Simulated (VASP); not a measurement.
# Si16Ge (a cell with a defect) in VASP: notebook

Runs on Si16Ge (a cell with a defect). Level: PBEsol. Tasks: single point.

Everything below comes from runs of VASP 6.6.1. Logs are shortened: lines on timing, memory, paths and dates and some standing lists are left out, and cuts for length are marked.

### 1 The cell of the first run

The cell holds a defect, 17 atoms: a = 7.679 Å, b = 7.679 Å, c = 7.679 Å, α = 60.00°, β = 60.00°, γ = 60.00°.

### 2 Single point, PBEsol

Input file INCAR:

```
PREC     = Accurate       # precision mode
ENCUT    = 520            # plane-wave cutoff, eV
EDIFF    = 1E-6           # SCF threshold, eV
ISMEAR   = 0              # smearing method
SIGMA    = 0.05           # smearing width, eV
LREAL    = Auto         
LASPH    = T              # aspherical terms in the spheres
NELM     = 80             # most SCF steps
ALGO     = Normal         # electronic algorithm
ISIF     = 2              # what is computed and relaxed
LWAVE    = F              # write WAVECAR
LCHARG   = F              # write CHGCAR
GGA      = PS             # functional
NBANDS   = 53             # bands
```

Input file KPOINTS:

```
regular mesh
0
Gamma
  2 2 2
```

Input file POSCAR:

```
Si16Ge
1.0
    0.0000000000      5.4300000000      5.4300000000
    5.4300000000      0.0000000000      5.4300000000
    5.4300000000      5.4300000000      0.0000000000
Si Ge
16 1
Direct
   -0.0019973297     -0.0093557090     -0.0022017495
    0.1406846225      0.0780072744      0.1404498158
   -0.0019669429     -0.0093669429      0.5131461326
    0.1099237569      0.1359331492      0.6268764273
    0.0173429098      0.4480370166      0.0170959484
    0.1171069982      0.6120600368      0.1169502762
   -0.0279878453      0.5073640884      0.5101381215
    0.1171833333      0.6120531308      0.6534555249
    0.5133811234     -0.0093608656     -0.0021897790
    0.6270895028      0.1359381215      0.1097156538
    0.4828045120      0.0516383978      0.4825938306
    0.6271067219      0.1359291897      0.6268833333
    0.5103437385      0.5073595764     -0.0281978821
    0.6537017495      0.6120564457      0.1169802026
    0.5103300184      0.5073659300      0.5101331492
    0.6076676796      0.6770481584      0.6074575506
    0.2774383057      0.6677635359      0.2771561694
```

Potentials or basis: VASP PAW PBE potentials, release 64 (Si, Ge_d).

Launch:

```bash
$ cat potpaw_PBE.64/Si/POTCAR potpaw_PBE.64/Ge_d/POTCAR > POTCAR
$ mpirun -np 1 vasp_std > vasp.out
```

OUTCAR:

```text
PREC = Accurate
   ENCUT = 520
   EDIFF = 1E-6
   ISMEAR = 0
   LREAL = Auto
   LASPH = T
   NELM = 80
   ISIF = 2
   GGA = PS

 ion  position               nearest neighbor table
   1  0.998  0.991  0.998-  10 2.33   4 2.33   2 2.35   6 2.38
   2  0.141  0.078  0.140-   5 2.32   3 2.35   9 2.35   1 2.35  17 2.57
   3  0.998  0.991  0.513-   4 2.33  12 2.33   2 2.35   8 2.38
   4  0.110  0.136  0.627-   1 2.33   3 2.33   7 2.33  11 2.35
   5  0.017  0.448  0.017-   8 2.30  14 2.30   6 2.30   2 2.32
   6  0.117  0.612  0.117-   5 2.30   1 2.38  17 2.40   7 2.47  13 2.47
   7  0.972  0.507  0.510-  16 2.31   4 2.33   8 2.47   6 2.47  17 2.59
   8  0.117  0.612  0.653-   5 2.30   3 2.38  17 2.40  15 2.47   7 2.47
   9  0.513  0.991  0.998-  10 2.33  12 2.33   2 2.35  14 2.38
  10  0.627  0.136  0.110-   1 2.33   9 2.33  13 2.33  11 2.35
  11  0.483  0.052  0.483-  16 2.35  10 2.35   4 2.35  12 2.35
  12  0.627  0.136  0.627-   3 2.33   9 2.33  15 2.33  11 2.35
  13  0.510  0.507  0.972-  16 2.31  10 2.33  14 2.47   6 2.47  17 2.59
  14  0.654  0.612  0.117-   5 2.30   9 2.38  17 2.40  15 2.47  13 2.47
  15  0.510  0.507  0.510-  16 2.31  12 2.33   8 2.47  14 2.47  17 2.59
  16  0.608  0.677  0.607-  15 2.31   7 2.31  13 2.31  11 2.35
  17  0.277  0.668  0.277-   6 2.40  14 2.40   8 2.40   2 2.57  13 2.59   7 2.59  15 2.59

  LATTYP: Found a face centered cubic cell.
 ALAT       =    10.8600000000

  Lattice vectors:

 A1 = (   0.0000000000,   5.4300000000,   5.4300000000)
 A2 = (   5.4300000000,   0.0000000000,   5.4300000000)
 A3 = (   5.4300000000,   5.4300000000,   0.0000000000)

Analysis of symmetry for initial positions (statically):
=====================================================================
 Subroutine PRICEL returns:
 Original cell was already a primitive cell.

 Routine SETGRP: Setting up the symmetry group for a
 face centered cubic supercell.

 Subroutine GETGRP returns: Found  1 space group operations
 (whereof  1 operations were pure point group operations)
 out of a pool of 48 trial point group operations.

The static configuration has the point symmetry C_1 .

Analysis of symmetry for dynamics (positions and initial velocities):
=====================================================================
 Subroutine PRICEL returns:
 Original cell was already a primitive cell.

 Routine SETGRP: Setting up the symmetry group for a
 face centered cubic supercell.

 Subroutine GETGRP returns: Found  1 space group operations
 (whereof  1 operations were pure point group operations)
 out of a pool of 48 trial point group operations.

The dynamic configuration has the point symmetry C_1 .

 Subroutine INISYM returns: Found  1 space group operations
 (whereof  1 operations are pure point group operations),
 and found     1 'primitive' translations

----------------------------------------------------------------------------------------

                                     Primitive cell

  volume of cell :     320.2060

  direct lattice vectors                    reciprocal lattice vectors
     0.000000000  5.430000000  5.430000000    -0.092081031  0.092081031  0.092081031
     5.430000000  0.000000000  5.430000000     0.092081031 -0.092081031  0.092081031
     5.430000000  5.430000000  0.000000000     0.092081031  0.092081031 -0.092081031

  length of vectors
     7.679179644  7.679179644  7.679179644     0.159489025  0.159489025  0.159489025

  position of ions in fractional coordinates (direct lattice)
     0.998002670  0.990644291  0.997798250
     0.140684622  0.078007274  0.140449816
     0.998033057  0.990633057  0.513146133
     0.109923757  0.135933149  0.626876427
     0.017342910  0.448037017  0.017095948
     0.117106998  0.612060037  0.116950276
[... 9 lines left out ...]
     0.607667680  0.677048158  0.607457551
     0.277438306  0.667763536  0.277156169

  ion indices of the primitive-cell ions
   primitive index   ion index
                 1           1
                 2           2
                 3           3
                 4           4
                 5           5
                 6           6
[... 9 lines left out ...]
                16          16
                17          17

----------------------------------------------------------------------------------------

 KPOINTS: regular mesh

Automatic generation of k-mesh.
 Grid dimensions read from file:
 generate k-points for:    2    2    2

 Generating k-lattice:

  Cartesian coordinates                     Fractional coordinates (reciprocal lattice)
    -0.046040516  0.046040516  0.046040516     0.500000000  0.000000000  0.000000000
     0.046040516 -0.046040516  0.046040516     0.000000000  0.500000000  0.000000000
     0.046040516  0.046040516 -0.046040516     0.000000000  0.000000000  0.500000000

  Length of vectors
     0.079744512  0.079744512  0.079744512

  Shift w.r.t. Gamma in fractional coordinates (k-lattice)
     0.000000000  0.000000000  0.000000000

 Subroutine IBZKPT returns following result:
 ===========================================

 Found      8 irreducible k-points:

 Following reciprocal coordinates:
            Coordinates               Weight
  0.000000  0.000000  0.000000      1.000000
  0.500000  0.000000  0.000000      1.000000
  0.000000  0.500000  0.000000      1.000000
  0.000000  0.000000  0.500000      1.000000
  0.500000  0.500000  0.500000      1.000000
  0.500000  0.500000  0.000000      1.000000
  0.000000  0.500000  0.500000      1.000000
  0.500000  0.000000  0.500000      1.000000
   k-points           NKPTS =      8   k-points in BZ     NKDIM =      8   number of bands    NBANDS=     53
   number of dos      NEDOS =    301   number of ions     NIONS =     17
   total plane-waves  NPLWV = 216000
   dimension x,y,z NGX =    60 NGY =   60 NGZ =   60
   dimension x,y,z NGXF=   120 NGYF=  120 NGZF=  120
   ions per type =              16   1
   NGX,Y,Z   is equivalent  to a cutoff of  12.99, 12.99, 12.99 a.u.
   NGXF,Y,Z  is equivalent  to a cutoff of  25.98, 25.98, 25.98 a.u.
 SYSTEM =  unknown system
   PREC   = accura    normal or accurate (medium, high low for compatibility)
   ISTART =      0    job   : 0-new  1-cont  2-samecut
   ICHARG =      2    charge: 1-file 2-atom 10-const
   ISPIN  =      1    spin polarized calculation?
   LNONCOLLINEAR =      F non collinear calculations
   LSORBIT =      F    spin-orbit coupling
   LASPH  =      T    aspherical Exc in radial PAW
   ENCUT  =  520.0 eV  38.22 Ry    6.18 a.u.  14.28 14.28 14.28*2*pi/ulx,y,z
   NELM   =     80;   NELMIN=  2; NELMDL= -5     # of ELM steps
   EDIFF  = 0.1E-05   stopping-criterion for ELM
   LREAL  =      T    real-space projection
   EDIFFG = 0.1E-04   stopping-criterion for IOM
   NSW    =      0    number of steps for IOM
   IBRION =     -1    ionic relax: 0-MD 1-quasi-New 2-CG
   NFREE  =      0    steps in history (QN), initial steepest desc. (CG)
   ISIF   =      2    stress and relaxation
   ISYM   =      2    0-nonsym 1-usesym 2-fastsym
   POTIM  = 0.5000    time-step for ionic-motion
   TEBEG  =    0.0;   TEEND  =   0.0 temperature during run
   PSTRESS=    0.0 pullay stress
   NELECT =      78.0000    total number of electrons
   NUPDOWN=      -1.0000    fix difference up-down
   EMIN   =  10.00;   EMAX   =-10.00  energy-range for DOS
   EFERMI =   0.00;   METHOD = LEGACY
   ISMEAR =     0;   SIGMA  =   0.05  broadening in eV -4-tet -1-fermi 0-gaus
   EFERMI_NEDOS =   21; number of points for ismear=-14 and -15
   IALGO  =     38    algorithm
   IMIX   =      4    mixing-type and parameters
     AMIX     =   0.40;   BMIX     =  1.00
     AMIX_MAG =   1.60;   BMIX_MAG =  1.00
  volume/ion in A,a.u.               =      18.84       127.11
  Fermi-wavevector in a.u.,A,eV,Ry     =   1.022421  1.932096 14.222785  1.045345
  Thomas-Fermi vector in A             =   2.156100
   LORBIT       =      0    0 simple, 1 ext, 2 COOP (PROOUT), +10 PAW based schemes
   GGA     = PS    functional components
   LHFCALC =     F    Hartree Fock is set to
   AEXX    =    0.0000 exact exchange contribution
   IVDW    =     0    specifies the selected vdW correction
   LEPSILON=     F    determine dielectric tensor
   LRPA    =     F    only Hartree local field effects (RPA)
 non-spin polarized calculation
 Gauss-broadening in eV      SIGMA  =   0.05
  energy-cutoff  :      520.00
  volume of cell :      320.21
 maximum number of plane-waves:      8646
 NGX is ok and might be reduce to    60
   NGX = 29   NGY = 29   NGZ = 29

 number of electron      78.0000002 magnetization

 Free energy of the ion-electron system (eV)
  ---------------------------------------------------
  ext. energy  EPLUGINS =         0.00000000
  ---------------------------------------------------
  free energy    TOTEN  =       -92.52216762 eV

  energy without entropy =      -92.51178877  energy(sigma->0) =      -92.51697819

 E-fermi :   6.7754     XC(G=0):  -9.8981

 val. band max:        6.6173656751   @ k =   0.0000   0.0000   0.0000
 cond. band min:       6.7919395215   @ k =   0.5000   0.0000   0.5000
 fundamental gap:      0.1745738464
 Fermi energy:         6.7754319379

 k-point     1 :       0.0000    0.0000    0.0000
  band No.  band energies     occupation
      1     -18.1993      2.00000
      2     -18.1993      2.00000
      3     -18.1926      2.00000
      4     -18.1738      2.00000
      5     -18.1738      2.00000
      6      -6.5277      2.00000
[... 43 lines left out ...]
     50       8.2033      0.00000
     51       8.7730      0.00000

 k-point     2 :       0.5000    0.0000    0.0000
  band No.  band energies     occupation
      1     -18.1993      2.00000
      2     -18.1993      2.00000
      3     -18.1926      2.00000
      4     -18.1738      2.00000
      5     -18.1738      2.00000
      6      -6.1628      2.00000
[... 316 lines left out ...]
 k-point     8 :       0.5000    0.0000    0.5000
  band No.  band energies     occupation
      1     -18.1993      2.00000
      2     -18.1993      2.00000
      3     -18.1926      2.00000
      4     -18.1738      2.00000
      5     -18.1738      2.00000
      6      -6.0619      2.00000
[... 43 lines left out ...]
     50      10.2120      0.00000
     51      10.3865      0.00000
 [bands above 51 left out]

------------------------ aborting loop because EDIFF is reached ----------------------------------------

  FORCE on cell =-STRESS in cart. coord.  units (eV):
  Direction    XX          YY          ZZ          XY          YZ          ZX
  --------------------------------------------------------------------------------------
  -------------------------------------------------------------------------------------
  Total        8.0376433      8.0318434      8.0341981      1.5997889      1.6010106     -1.5990265
  in kB       40.2170143     40.1879941     40.1997761      8.0046766      8.0107890     -8.0008616
  external PRESSURE =      40.2015948 kB  Pullay stress =       0.0000000 kB

 VOLUME and BASIS-vectors are now :
 -----------------------------------------------------------------------------
  energy-cutoff  :      520.00
  volume of cell :      320.21
      direct lattice vectors                 reciprocal lattice vectors
     0.000000000  5.430000000  5.430000000    -0.092081031  0.092081031  0.092081031
     5.430000000  0.000000000  5.430000000     0.092081031 -0.092081031  0.092081031
     5.430000000  5.430000000  0.000000000     0.092081031  0.092081031 -0.092081031

 POSITION                                       TOTAL-FORCE (eV/Angst)
 -----------------------------------------------------------------------------------
     10.79724     10.83720     10.79835        -0.002889      0.001102     -0.002834
      1.18622      1.52656      1.18750         0.016584     -0.017223      0.016995
      8.16552      8.20570     10.79846        -0.000702      0.002919     -0.002557
      4.14206      4.00083      1.33500        -0.021250      0.021415      0.002912
      2.52567      0.18700      2.52701        -0.007783      0.007806     -0.008131
      3.95853      1.27093      3.95938        -0.019712      0.017120     -0.019927
[... 9 lines left out ...]
      6.97487      6.59813      6.97601        -0.076213      0.075690     -0.075827
      5.13091      3.01145      5.13245         0.316258     -0.314731      0.315383
 -----------------------------------------------------------------------------------
    total drift:                                0.002466     -0.002959      0.002355

  FREE ENERGIE OF THE ION-ELECTRON SYSTEM (eV)
  ---------------------------------------------------
  free  energy   TOTEN  =       -92.5221676173 eV

  energy  without entropy=      -92.5117887680  energy(sigma->0) =      -92.51697819
```

Wall time 8.4 min (1 thread of Intel Xeon 8259CL, shared host); peak memory 0.5 GiB.

What came out:

```
Free energy            : -92.5222 eV
Pressure               : 4.0 GPa
Largest force          : 0.546 eV/Å
Band gap on the k mesh : zero (bands 39 and 40 overlap by 0.17 eV)
```

Forces on the atoms (eV/Å):
```
Si  -0.003  0.001 -0.003
Si   0.017 -0.017  0.017
Si  -0.001  0.003 -0.003
Si  -0.021  0.021  0.003
Si  -0.008  0.008 -0.008
Si  -0.020  0.017 -0.020
Si  -0.043  0.043  0.027
Si  -0.018  0.020 -0.020
Si  -0.003  0.003 -0.001
Si   0.003  0.022 -0.021
Si  -0.087  0.087 -0.087
Si  -0.021 -0.003 -0.021
Si   0.027  0.043 -0.042
Si  -0.020  0.020 -0.017
Si  -0.043 -0.027 -0.043
Si  -0.076  0.076 -0.076
Ge   0.316 -0.315  0.315
```

Stress tensor (GPa, compression positive):
```
 4.02  0.80 -0.80
 0.80  4.02  0.80
-0.80  0.80  4.02
```

Levels at points of the mesh, in eV from the Fermi level:
| k point | band 37 | band 38 | band 39 | band 40 | band 41 | band 42 |
| --- | --- | --- | --- | --- | --- | --- |
| (0.00, 0.00, 0.00) | -0.61 | -0.61 | -0.44 | -0.16 | -0.16 | 0.07 |
| (0.50, 0.00, 0.00) | -1.40 | -1.17 | -0.16 | 0.18 | 0.75 | 0.78 |
| (0.00, 0.50, 0.00) | -1.32 | -1.32 | -0.32 | 0.37 | 0.37 | 1.11 |
| (0.00, 0.00, 0.50) | -1.40 | -1.17 | -0.16 | 0.18 | 0.75 | 0.78 |
| (0.50, 0.50, 0.50) | -1.40 | -1.17 | -0.16 | 0.18 | 0.75 | 0.78 |
| (0.50, 0.50, 0.00) | -1.75 | -1.08 | 0.02 | 0.51 | 1.15 | 1.24 |
| (0.00, 0.50, 0.50) | -1.75 | -1.08 | 0.02 | 0.51 | 1.15 | 1.24 |
| (0.50, 0.00, 0.50) | -1.75 | -1.08 | 0.02 | 0.51 | 1.15 | 1.24 |

Caveat: the k points lie up to 0.50 Å⁻¹ apart; the PAW data sets were made with another functional, which shifts forces and pressure a little.

[end of part 1 of 2]

The gap in the log of VASP goes by the Fermi energy; the results here count the filled bands.